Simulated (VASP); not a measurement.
ScHBr2, 4 atoms in the cell. Symmetry: P4/mmm, No. 123, tetragonal system. Conventional cell: a = 5.272 Å, b = 5.272 Å, c = 3.932 Å, α = 90.00°, β = 90.00°, γ = 90.00°. Sc (site symmetry 4/mmm) has 2 H at 1.97 Å and 4 Br at 2.64 Å within 2.7 Å. Within 2.6 Å of H (site symmetry 4/mmm) lie 2 Sc at 1.97 Å. Br (site symmetry mmm) has 2 Sc at 2.64 Å and 4 H at 3.29 Å within 3.5 Å. 

| Quantity | Value |
| --- | --- |
| Program | VASP 6.6.1 |
| Task | single point |
| Functional | PBE |
| Potentials or basis | VASP PAW PBE potentials, release 64 (Sc_sv, H, Br) |
| Cutoff | 520 eV |
| k mesh | 6 × 6 × 6 |
| Occupations | gaussian, width 0.02 eV |
| Spin | no spin polarisation |
| Dipole correction | no |
| Further INCAR settings | ALGO = Normal; EDIFF = 1e-07; NBANDS = 21 |

Potentials or basis: VASP PAW PBE potentials, release 64 (Sc_sv, H, Br).

Command:

```sh
$ cat potpaw_PBE.64/Sc_sv/POTCAR potpaw_PBE.64/H/POTCAR potpaw_PBE.64/Br/POTCAR > POTCAR
$ mpirun -np 1 vasp_std > vasp.out
```

Hardware: 1 thread of Intel(R) Xeon(R) 6975P-C (Granite Rapids), with other jobs on the host.

Q: How long does it take, and how much memory?

A: It took 34 s on 1 thread of Intel(R) Xeon(R) 6975P-C (Granite Rapids), on a shared host, peak memory 0.26 GiB. Counts: scf iterations 16, k points 40.
